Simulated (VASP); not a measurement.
# Sb (R-3m) in VASP: electric field gradients with LDA

Aim: the electric field gradients of Sb with LDA.

Program: VASP 6.6.1. These are calculated values, not measurements. Logs are shortened: lines on timing, memory, paths and dates and some standing lists are left out, and cuts for length are marked.

## Step 1: The cell of the first run

The structure is trigonal, space group R-3m (No. 166). Conventional cell: a = 4.301 Å, b = 4.301 Å, c = 11.232 Å, α = 90.00°, β = 90.00°, γ = 120.00°. Sb (site symmetry 3m) has 6 Sb at 2.90 to 3.34 Å within 3.8 Å.

## Step 2: Electric field gradients, LDA

INCAR

```
SYSTEM = Sb
ALGO     = Normal         ! electronic algorithm
EDIFF    = 1E-8           ! SCF threshold, eV
ENCUT    = 520            ! plane-wave cutoff, eV
GGA      = CA             ! functional
ISIF     = 2              ! what is computed and relaxed
ISMEAR   = -1             ! smearing method
LASPH    = .True.         ! aspherical terms in the spheres
LCHARG   = .False.        ! write CHGCAR
LEFG     = .True.       
LREAL    = .False.        ! projectors in reciprocal space
LWAVE    = .False.        ! write WAVECAR
NBANDS   = 12             ! bands
NELM     = 80             ! most SCF steps
PREC     = Accurate       ! precision mode
SIGMA    = 0.03           ! smearing width, eV
```

KPOINTS

```
k-points
0
Gamma
  12 12 12
  0 0 0
```

POSCAR

```
Sb
1.0
    2.1506003320      1.2416496806      3.7440000000
   -2.1506003320      1.2416496806      3.7440000000
    0.0000000000     -2.4832993611      3.7440000000
Sb
2
Direct
    0.2336400000      0.2336400000      0.2336400000
    0.7663600000      0.7663600000      0.7663600000
```

Potentials or basis: VASP PAW LDA potentials, release 64 (Sb).

The run is started by

```bash
$ cat potpaw_LDA.64/Sb/POTCAR > POTCAR
$ mpirun -np 1 vasp_std > vasp.out
```

OUTCAR:

```text
SYSTEM = Sb
   EDIFF = 1E-8
   ENCUT = 520
   GGA = CA
   ISIF = 2
   ISMEAR = -1
   LASPH = .True.
   LREAL = .False.
   NELM = 80
   PREC = Accurate

 ion  position               nearest neighbor table
   1  0.234  0.234  0.234-   2 2.90   2 2.90   2 2.90   2 3.34   2 3.34   2 3.34
   2  0.766  0.766  0.766-   1 2.90   1 2.90   1 2.90   1 3.34   1 3.34   1 3.34

  LATTYP: Found a trigonal (rhomboedric) cell.
 ALAT       =     4.4926953733
 COS(alpha) =     0.5417151843

  Lattice vectors:

 A1 = (   2.1506003320,   1.2416496806,   3.7440000000)
 A2 = (  -2.1506003320,   1.2416496806,   3.7440000000)
 A3 = (   0.0000000000,  -2.4832993611,   3.7440000000)

Analysis of symmetry for initial positions (statically):
=====================================================================
 Subroutine PRICEL returns:
 Original cell was already a primitive cell.

 Routine SETGRP: Setting up the symmetry group for a
 trigonal (rhombohedral) supercell.

 Subroutine GETGRP returns: Found 12 space group operations
 (whereof 12 operations were pure point group operations)
 out of a pool of 12 trial point group operations.

The static configuration has the point symmetry D_3d.

Analysis of symmetry for dynamics (positions and initial velocities):
=====================================================================
 Subroutine PRICEL returns:
 Original cell was already a primitive cell.

 Routine SETGRP: Setting up the symmetry group for a
 trigonal (rhombohedral) supercell.

 Subroutine GETGRP returns: Found 12 space group operations
 (whereof 12 operations were pure point group operations)
 out of a pool of 12 trial point group operations.

The dynamic configuration has the point symmetry D_3d.

 Subroutine INISYM returns: Found 12 space group operations
 (whereof 12 operations are pure point group operations),
 and found     1 'primitive' translations

----------------------------------------------------------------------------------------

                                     Primitive cell

  volume of cell :      59.9854

  direct lattice vectors                    reciprocal lattice vectors
     2.150600332  1.241649681  3.744000000     0.232493222  0.134230024  0.089031339
[... 135 lines left out ...]

 val. band max:        7.0763835259   @ k =   0.4167   0.0833   0.0833
 cond. band min:       7.2621730741   @ k =   0.3333   0.1667   0.1667
 fundamental gap:      0.1857895482
 Fermi energy:         7.2173232121

 k-point     1 :       0.0000    0.0000    0.0000
  band No.  band energies     occupation
      1      -5.5633      2.00000
      2       2.3771      2.00000
      3       5.1696      2.00000
      4       5.4204      2.00000
      5       5.4204      2.00000
      6       9.2899      0.00000
      7       9.9115      0.00000
      8       9.9115      0.00000
      9      12.2966      0.00000
     10      12.2966      0.00000
     11      12.4639      0.00000
     12      13.7619      0.00000
[... 331 lines left out ...]
 k-point    24 :      -0.4167    0.1667    0.0000
  band No.  band energies     occupation
      1      -3.0349      2.00000
      2      -2.2965      2.00000
      3       3.4791      2.00000
      4       4.9680      2.00000
      5       5.5164      2.00000
      6       8.1616      0.00000
      7       8.4919      0.00000
      8      10.3069      0.00000
      9      13.7133      0.00000
     10      14.2415      0.00000
     11      14.8447      0.00000
     12      17.1381      0.00000

 [... further k-points ...]

------------------------ aborting loop because EDIFF is reached ----------------------------------------

  FORCE on cell =-STRESS in cart. coord.  units (eV):
  Direction    XX          YY          ZZ          XY          YZ          ZX
  --------------------------------------------------------------------------------------
  -------------------------------------------------------------------------------------
  Total       -0.1469236     -0.1469236     -0.3353301     -0.0000000     -0.0000000      0.0000000
  in kB       -3.9242476     -3.9242476     -8.9564780     -0.0000000     -0.0000000      0.0000000
  external PRESSURE =      -5.6016577 kB  Pullay stress =       0.0000000 kB

 VOLUME and BASIS-vectors are now :
 -----------------------------------------------------------------------------
  energy-cutoff  :      520.00
  volume of cell :       59.99
      direct lattice vectors                 reciprocal lattice vectors
     2.150600332  1.241649681  3.744000000     0.232493222  0.134230024  0.089031339
    -2.150600332  1.241649681  3.744000000    -0.232493222  0.134230024  0.089031339
     0.000000000 -2.483299361  3.744000000     0.000000000 -0.268460048  0.089031339

 POSITION                                       TOTAL-FORCE (eV/Angst)
 -----------------------------------------------------------------------------------
      0.00000      0.00000      2.62424         0.000000      0.000000      0.139335
      0.00000      0.00000      8.60776         0.000000     -0.000000     -0.139335
 -----------------------------------------------------------------------------------
    total drift:                                0.000000     -0.000000      0.000000

  FREE ENERGIE OF THE ION-ELECTRON SYSTEM (eV)
  ---------------------------------------------------
  free  energy   TOTEN  =        -9.6203211862 eV

  energy  without entropy=       -9.6199866514  energy(sigma->0) =       -9.62015392

 Electric field gradients (V/A^2)
---------------------------------------------------------------------
 ion       V_xx      V_yy      V_zz      V_xy      V_xz      V_yz
---------------------------------------------------------------------
   1      21.551    21.551   -43.103    -0.000    -0.000    -0.000
   2      21.551    21.551   -43.103    -0.000    -0.000    -0.000
---------------------------------------------------------------------

 Electric field gradients after diagonalization (V/A^2)
 (convention: |V_zz| > |V_xx| > |V_yy|)
----------------------------------------------------------------------
 ion       V_xx      V_yy      V_zz     asymmetry (V_yy - V_xx)/ V_zz
----------------------------------------------------------------------
   1      21.551    21.551   -43.103       0.000
   2      21.551    21.551   -43.103       0.000
----------------------------------------------------------------------

           NMR quadrupolar parameters

 Cq : quadrupolar parameter    Cq=e*Q*V_zz/h
 eta: asymmetry parameters     (V_yy - V_xx)/ V_zz
 Q  : nuclear electric quadrupole moment in mb (millibarn)
----------------------------------------------------------------------
 ion       Cq(MHz)       eta       Q (mb)
----------------------------------------------------------------------
   1      -0.104       0.000       1.000
   2      -0.104       0.000       1.000
----------------------------------------------------------------------
```

stdout:

```text
POSCAR found type information on POSCAR Sb
 POSCAR found :  1 types and       2 ions
 scaLAPACK will be used
 LDA part: xc-table for (Slater(with rela. corr.)+CA(PZ))
 , standard interpolation
 POSCAR, INCAR and KPOINTS ok, starting setup
 FFT: planning ... GRIDC
 FFT: planning ... GRID_SOFT
 FFT: planning ... GRID
 WAVECAR not read
 entering main loop
ion   1

ion   2
```

It took 1.7 min on 1 thread of Intel Xeon 6975P-C, shared host; peak memory 0.25 GiB.

What came out:

- Free energy: -9.6203 eV
- Pressure: -0.6 GPa
- Largest force: 0.139 eV/Å
- Band gap on the k mesh: zero (band 5 reaches 7.26 eV, above the bottom of band 6 at 6.98 eV)

Forces on the atoms (eV/Å):
```
Sb   0.000  0.000  0.139
Sb   0.000  0.000 -0.139
```

Electric field gradients, principal values (V/Å²):
```csv
atom,least,middle,greatest (by size)
1 Sb,21.551,21.551,-43.103
2 Sb,21.551,21.551,-43.103
```

Caveat: without QUAD_EFG the Cq values of the log hold for a quadrupole moment of 1 mb, not for the nuclei; spin-orbit coupling is left out, which moves the levels of the heavy elements.
